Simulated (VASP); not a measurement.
**In: single point with PBE+D3(BJ)**

Crystal: In.

```
CELL_PARAMETERS angstrom
3.21491 0.00000 0.00000
-1.60745 2.78419 0.00000
0.00000 0.00000 5.33499
ATOMIC_POSITIONS crystal
In 0.33333 0.66667 0.25000
In 0.66667 0.33333 0.75000
```

This isn't the form of In at room conditions, which is tetragonal.

```yaml
Program: VASP 6.6.1
Task: single point
Functional: PBE
Dispersion: D3(BJ)
Potentials_or_basis: VASP PAW PBE potentials, release 64 (In_d)
Cutoff: 520 eV
k_mesh: 15 × 15 × 8
Occupations: gaussian, width 0.1 eV
Spin: no spin polarisation
Dipole_correction: no
Further_INCAR_settings: ALGO = Fast; EDIFF = 1e-07; NBANDS = 20
```

```json
{
 "Pressure": "4.8 GPa",
 "Band gap on the k mesh": "zero (bands 13 and 14 overlap by 6.77 eV)",
 "Dispersion energy per atom": "-0.372 eV"
}
```

Stress tensor (GPa, compression positive):
```
4.85 0.00 0.00
0.00 4.85 0.00
0.00 0.00 4.75
```

Levels at points of the mesh, in eV from the Fermi level:
| k point | band 11 | band 12 | band 13 | band 14 | band 15 | band 16 |
| --- | --- | --- | --- | --- | --- | --- |
| (0.00, 0.00, 0.00) | -10.24 | -4.58 | -3.88 | 9.20 | 9.20 | 10.98 |
| (0.00, 0.00, 0.50) | -8.77 | -8.77 | 3.07 | 3.07 | 10.29 | 10.29 |

Wall time 80 s on 1 thread of Intel(R) Xeon(R) Platinum 8488C (Sapphire Rapids) (shared host), peak memory 0.24 GiB.

Caveat: the cell stands under pressure; spin-orbit coupling is left out, which moves the levels of the heavy elements.
